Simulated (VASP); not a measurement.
# CdS (P1) in VASP: single point with r2SCAN

Aim: the single point of CdS with r2SCAN.

Program: VASP 6.6.1. These are calculated values, not measurements. Logs are shortened: lines on timing, memory, paths and dates and some standing lists are left out, and cuts for length are marked.

**1. The cell of the first run**

The typed cell holds 16 atoms: a = 8.313 Å, b = 8.313 Å, c = 8.313 Å, α = 60.00°, β = 60.00°, γ = 60.00°.

**2. Single point, r2SCAN**

Input file POSCAR:

```
CdS
1.0
    0.0000000000      5.8784296800      5.8784296800
    5.8784296800      0.0000000000      5.8784296800
    5.8784296800      5.8784296800      0.0000000000
Cd S
8 8
Direct
    0.0185621001     -0.0057425200      0.0009888695
    0.0143573207      0.0060095131      0.4767325038
   -0.0098124845      0.5332670748     -0.0144540302
   -0.0005350919      0.4782436217      0.5013814336
    0.5162643198     -0.0236033273      0.0060564644
    0.4889200274      0.0119705438      0.5224657208
    0.4915231035      0.5042380638     -0.0027017419
    0.4753258357      0.5100114594      0.5026215607
    0.1423156430      0.1402868699      0.1082177613
    0.1238743235      0.1091613807      0.6355096009
    0.1223546149      0.6234295891      0.1319493542
    0.1102376035      0.6198968429      0.6210616098
    0.6358008352      0.1082684551      0.1403258259
    0.6389117000      0.1210669411      0.6313695497
    0.6259705738      0.6078259322      0.1309858316
    0.6194516560      0.6195914893      0.6248066575
```

Input file INCAR.step1:

```
PREC = Accurate
ENCUT = 520
ISMEAR = -1
SIGMA = 0.039
LREAL = Auto
LASPH = T
NELM = 100
NBANDS = 86
GGA = PE
ALGO = Normal
EDIFF = 1E-4
LWAVE = T
LCHARG = F
```

Input file INCAR.step2:

```
PREC = Accurate
ENCUT = 520
EDIFF = 1E-6
ISMEAR = -1
SIGMA = 0.039
LREAL = Auto
LASPH = T
NELM = 100
ALGO = Normal
ISIF = 2
LWAVE = F
LCHARG = F
METAGGA = R2SCAN
LMIXTAU = T
NBANDS = 86
ISTART = 1
```

Input file KPOINTS:

```
regular mesh
0
Gamma
  2 2 2
```

Potentials or basis: VASP PAW PBE potentials, release 64 (Cd, S).

On the command line:

```console
$ cat potpaw_PBE.64/Cd/POTCAR potpaw_PBE.64/S/POTCAR > POTCAR
$ cp INCAR.step1 INCAR
$ mpirun -np 1 vasp_std > vasp.out
$ cp INCAR.step2 INCAR
$ mpirun -np 1 vasp_std > vasp.out
```

OUTCAR:

```text
PREC = Accurate
   ENCUT = 520
   EDIFF = 1E-6
   ISMEAR = -1
   LREAL = Auto
   LASPH = T
   NELM = 100
   ISIF = 2
   METAGGA = R2SCAN
   ISTART = 1

 ion  position               nearest neighbor table
   1  0.019  0.994  0.001-  10 2.49  11 2.52   9 2.56  13 2.60
   2  0.014  0.006  0.477-   9 2.50  10 2.53  14 2.56  12 2.63
   3  0.990  0.533  0.986-  12 2.49  15 2.50  11 2.51   9 2.67
   4  0.999  0.478  0.501-  10 2.51  11 2.51  12 2.53  16 2.58
   5  0.516  0.976  0.006-  15 2.50  14 2.55   9 2.55  13 2.62
   6  0.489  0.012  0.522-  10 2.49  14 2.51  13 2.60  16 2.67
[... 8 lines left out ...]
  15  0.626  0.608  0.131-   3 2.50   5 2.50   7 2.53   8 2.53
  16  0.619  0.620  0.625-   7 2.53   8 2.56   4 2.58   6 2.67

  LATTYP: Found a face centered cubic cell.
 ALAT       =    11.7568593600

  Lattice vectors:

 A1 = (   0.0000000000,   5.8784296800,   5.8784296800)
 A2 = (   5.8784296800,   0.0000000000,   5.8784296800)
 A3 = (   5.8784296800,   5.8784296800,   0.0000000000)

Analysis of symmetry for initial positions (statically):
=====================================================================
 Subroutine PRICEL returns:
 Original cell was already a primitive cell.

 Routine SETGRP: Setting up the symmetry group for a
 face centered cubic supercell.

 Subroutine GETGRP returns: Found  1 space group operations
 (whereof  1 operations were pure point group operations)
 out of a pool of 48 trial point group operations.

The static configuration has the point symmetry C_1 .

Analysis of symmetry for dynamics (positions and initial velocities):
=====================================================================
 Subroutine PRICEL returns:
 Original cell was already a primitive cell.

 Routine SETGRP: Setting up the symmetry group for a
 face centered cubic supercell.

 Subroutine GETGRP returns: Found  1 space group operations
 (whereof  1 operations were pure point group operations)
 out of a pool of 48 trial point group operations.

The dynamic configuration has the point symmetry C_1 .

 Subroutine INISYM returns: Found  1 space group operations
 (whereof  1 operations are pure point group operations),
 and found     1 'primitive' translations

----------------------------------------------------------------------------------------

                                     Primitive cell

  volume of cell :     406.2693

  direct lattice vectors                    reciprocal lattice vectors
     0.000000000  5.878429680  5.878429680    -0.085056729  0.085056729  0.085056729
     5.878429680  0.000000000  5.878429680     0.085056729 -0.085056729  0.085056729
     5.878429680  5.878429680  0.000000000     0.085056729  0.085056729 -0.085056729

  length of vectors
     8.313354979  8.313354979  8.313354979     0.147322576  0.147322576  0.147322576

  position of ions in fractional coordinates (direct lattice)
     0.018562100  0.994257480  0.000988869
     0.014357321  0.006009513  0.476732504
     0.990187515  0.533267075  0.985545970
     0.999464908  0.478243622  0.501381434
     0.516264320  0.976396673  0.006056464
     0.488920027  0.011970544  0.522465721
[... 8 lines left out ...]
     0.625970574  0.607825932  0.130985832
     0.619451656  0.619591489  0.624806658

  ion indices of the primitive-cell ions
   primitive index   ion index
                 1           1
                 2           2
                 3           3
                 4           4
                 5           5
                 6           6
[... 8 lines left out ...]
                15          15
                16          16

----------------------------------------------------------------------------------------

 KPOINTS: regular mesh

Automatic generation of k-mesh.
 Grid dimensions read from file:
 generate k-points for:    2    2    2

 Generating k-lattice:

  Cartesian coordinates                     Fractional coordinates (reciprocal lattice)
    -0.042528364  0.042528364  0.042528364     0.500000000  0.000000000  0.000000000
     0.042528364 -0.042528364  0.042528364     0.000000000  0.500000000  0.000000000
     0.042528364  0.042528364 -0.042528364     0.000000000  0.000000000  0.500000000

  Length of vectors
     0.073661288  0.073661288  0.073661288

  Shift w.r.t. Gamma in fractional coordinates (k-lattice)
     0.000000000  0.000000000  0.000000000

 Subroutine IBZKPT returns following result:
 ===========================================

 Found      8 irreducible k-points:

 Following reciprocal coordinates:
            Coordinates               Weight
  0.000000  0.000000  0.000000      1.000000
  0.500000  0.000000  0.000000      1.000000
  0.000000  0.500000  0.000000      1.000000
  0.000000  0.000000  0.500000      1.000000
  0.500000  0.500000  0.500000      1.000000
  0.500000  0.500000  0.000000      1.000000
  0.000000  0.500000  0.500000      1.000000
  0.500000  0.000000  0.500000      1.000000
   k-points           NKPTS =      8   k-points in BZ     NKDIM =      8   number of bands    NBANDS=     86
   number of dos      NEDOS =    301   number of ions     NIONS =     16
   total plane-waves  NPLWV = 262144
   dimension x,y,z NGX =    64 NGY =   64 NGZ =   64
   dimension x,y,z NGXF=   128 NGYF=  128 NGZF=  128
   ions per type =               8   8
   NGX,Y,Z   is equivalent  to a cutoff of  12.80, 12.80, 12.80 a.u.
   NGXF,Y,Z  is equivalent  to a cutoff of  25.60, 25.60, 25.60 a.u.
 SYSTEM =  unknown system
   PREC   = accura    normal or accurate (medium, high low for compatibility)
   ISTART =      1    job   : 0-new  1-cont  2-samecut
   ICHARG =      0    charge: 1-file 2-atom 10-const
   ISPIN  =      1    spin polarized calculation?
   LNONCOLLINEAR =      F non collinear calculations
   LSORBIT =      F    spin-orbit coupling
   LASPH  =      T    aspherical Exc in radial PAW
   ENCUT  =  520.0 eV  38.22 Ry    6.18 a.u.  15.46 15.46 15.46*2*pi/ulx,y,z
   NELM   =    100;   NELMIN=  2; NELMDL=  0     # of ELM steps
   EDIFF  = 0.1E-05   stopping-criterion for ELM
   LREAL  =      T    real-space projection
   EDIFFG = 0.1E-04   stopping-criterion for IOM
   NSW    =      0    number of steps for IOM
   IBRION =     -1    ionic relax: 0-MD 1-quasi-New 2-CG
   NFREE  =      0    steps in history (QN), initial steepest desc. (CG)
   ISIF   =      2    stress and relaxation
   ISYM   =      2    0-nonsym 1-usesym 2-fastsym
   POTIM  = 0.5000    time-step for ionic-motion
   TEBEG  =    0.0;   TEEND  =   0.0 temperature during run
   PSTRESS=    0.0 pullay stress
   NELECT =     144.0000    total number of electrons
   NUPDOWN=      -1.0000    fix difference up-down
   EMIN   =  10.00;   EMAX   =-10.00  energy-range for DOS
   EFERMI =   0.00;   METHOD = LEGACY
   ISMEAR =    -1;   SIGMA  =   0.04  broadening in eV -4-tet -1-fermi 0-gaus
   EFERMI_NEDOS =   21; number of points for ismear=-14 and -15
   IALGO  =     38    algorithm
   IMIX   =      4    mixing-type and parameters
     AMIX     =   0.40;   BMIX     =  1.00
     AMIX_MAG =   1.60;   BMIX_MAG =  1.00
  volume/ion in A,a.u.               =      25.39       171.35
  Fermi-wavevector in a.u.,A,eV,Ry     =   1.158575  2.189390 18.263062  1.342297
  Thomas-Fermi vector in A             =   2.295176
   LORBIT       =      0    0 simple, 1 ext, 2 COOP (PROOUT), +10 PAW based schemes
   METAGGA = R2SCAN    functional components
   LHFCALC =     F    Hartree Fock is set to
   AEXX    =    0.0000 exact exchange contribution
   IVDW    =     0    specifies the selected vdW correction
   LEPSILON=     F    determine dielectric tensor
   LRPA    =     F    only Hartree local field effects (RPA)
 non-spin polarized calculation
  energy-cutoff  :      520.00
  volume of cell :      406.27
 maximum number of plane-waves:     10969
 NGX is ok and might be reduce to    64
   NGX = 31   NGY = 31   NGZ = 31

 number of electron     144.0000005 magnetization

 Free energy of the ion-electron system (eV)
  ---------------------------------------------------
  ext. energy  EPLUGINS =         0.00000000
  ---------------------------------------------------
  free energy    TOTEN  =      -236.90784180 eV

  energy without entropy =     -236.90784180  energy(sigma->0) =     -236.90784180

 E-fermi :   1.6486     XC(G=0):  -9.6188

 val. band max:        0.9079255359   @ k =   0.0000   0.0000   0.0000
 cond. band min:       2.3641912513   @ k =   0.0000   0.0000   0.0000
 fundamental gap:      1.4562657154
 Fermi energy:         1.6486202362

 k-point     1 :       0.0000    0.0000    0.0000
  band No.  band energies     occupation
      1     -11.9919      2.00000
      2     -11.7391      2.00000
      3     -11.6452      2.00000
      4     -11.5909      2.00000
      5     -11.3440      2.00000
      6     -11.2725      2.00000
[... 76 lines left out ...]
     83       5.5937      0.00000
     84       7.7746      0.00000

 k-point     2 :       0.5000    0.0000    0.0000
  band No.  band energies     occupation
      1     -11.8958      2.00000
      2     -11.7281      2.00000
      3     -11.6854      2.00000
      4     -11.6084      2.00000
      5     -11.3389      2.00000
      6     -11.3065      2.00000
[... 511 lines left out ...]
     83       6.7484      0.00000
     84       6.8899      0.00000

 k-point     8 :       0.5000    0.0000    0.5000
  band No.  band energies     occupation
      1     -11.8220      2.00000
      2     -11.7487      2.00000
      3     -11.7289      2.00000
      4     -11.5935      2.00000
      5     -11.3972      2.00000
      6     -11.2786      2.00000
[... 76 lines left out ...]
     83       6.7980      0.00000
     84       6.8466      0.00000
 [bands above 84 left out]

------------------------ aborting loop because EDIFF is reached ----------------------------------------

  FORCE on cell =-STRESS in cart. coord.  units (eV):
  Direction    XX          YY          ZZ          XY          YZ          ZX
  --------------------------------------------------------------------------------------
  -------------------------------------------------------------------------------------
  Total        0.8265130      0.9180721      0.9473338      1.1799461      0.7845546     -1.6433277
  in kB        3.2594646      3.6205406      3.7359376      4.6532756      3.0939963     -6.4806831
  external PRESSURE =       3.5386476 kB  Pullay stress =       0.0000000 kB

 VOLUME and BASIS-vectors are now :
 -----------------------------------------------------------------------------
  energy-cutoff  :      520.00
  volume of cell :      406.27
      direct lattice vectors                 reciprocal lattice vectors
     0.000000000  5.878429680  5.878429680    -0.085056729  0.085056729  0.085056729
     5.878429680  0.000000000  5.878429680     0.085056729 -0.085056729  0.085056729
     5.878429680  5.878429680  0.000000000     0.085056729  0.085056729 -0.085056729

 POSITION                                       TOTAL-FORCE (eV/Angst)
 -----------------------------------------------------------------------------------
      5.85049      0.11493      5.95379         0.722718     -0.042732     -0.261710
      2.83776      2.88684      0.11973        -0.131085     -0.061096     -0.321367
      8.92824     11.61421      8.95552        -0.310495      0.426695     -0.244695
      5.75866      8.82262      8.68661         0.329915     -0.242269     -0.237901
      5.77528      3.07043      8.77450         0.455028      0.057080      0.414545
      3.14165      5.94536      2.94445        -0.779511      0.152369      0.187983
[... 8 lines left out ...]
      4.34305      4.44971      7.25279         0.129884     -0.071220     -0.059855
      7.31511      7.31428      7.28363         0.173055     -0.085913      0.171319
 -----------------------------------------------------------------------------------
    total drift:                               -0.002411      0.004757     -0.004533

  FREE ENERGIE OF THE ION-ELECTRON SYSTEM (eV)
  ---------------------------------------------------
  free  energy   TOTEN  =      -236.9078418029 eV

  energy  without entropy=     -236.9078417986  energy(sigma->0) =     -236.90784180
```

Run time: 18 min. Hardware: 1 thread of Intel Xeon Platinum 8488C (Sapphire Rapids), shared host; peak memory 0.69 GiB.

Results:

```yaml
Free_energy: -236.9078 eV
Pressure: 0.4 GPa
Largest_force: 0.819 eV/Å
Band_gap_on_the_k_mesh: 1.46 eV
```

Forces on the atoms (eV/Å):
```
Cd   0.723 -0.043 -0.262
Cd  -0.131 -0.061 -0.321
Cd  -0.310  0.427 -0.245
Cd   0.330 -0.242 -0.238
Cd   0.455  0.057  0.415
Cd  -0.780  0.152  0.188
Cd  -0.679  0.377 -0.259
Cd  -0.183  0.613  0.027
S   -0.028 -0.145 -0.104
S   -0.126 -0.161  0.118
S   -0.113 -0.054 -0.006
S    0.241 -0.210  0.386
S    0.143 -0.314  0.114
S    0.155 -0.240  0.076
S    0.130 -0.071 -0.060
S    0.173 -0.086  0.171
```

Levels at points of the mesh, in eV from the valence-band top:
```
           k point  band 70  band 71  band 72  band 73  band 74  band 75
(0.00, 0.00, 0.00)    -0.03    -0.02     0.00     1.46     3.24     3.36
(0.50, 0.00, 0.00)    -0.50    -0.33    -0.24     2.99     3.22     4.28
(0.00, 0.50, 0.00)    -0.46    -0.30    -0.29     2.97     3.12     4.25
(0.00, 0.00, 0.50)    -0.38    -0.36    -0.34     3.09     3.14     4.30
(0.50, 0.50, 0.50)    -0.41    -0.38    -0.28     3.08     3.14     4.31
(0.50, 0.50, 0.00)    -0.77    -0.68    -0.58     3.83     3.87     4.54
(0.00, 0.50, 0.50)    -0.84    -0.60    -0.52     3.72     3.96     4.46
(0.50, 0.00, 0.50)    -0.73    -0.68    -0.64     3.80     3.89     4.49
```

Caveat: the k points lie up to 0.46 Å⁻¹ apart; the PAW data sets were made with another functional, which shifts forces and pressure a little.
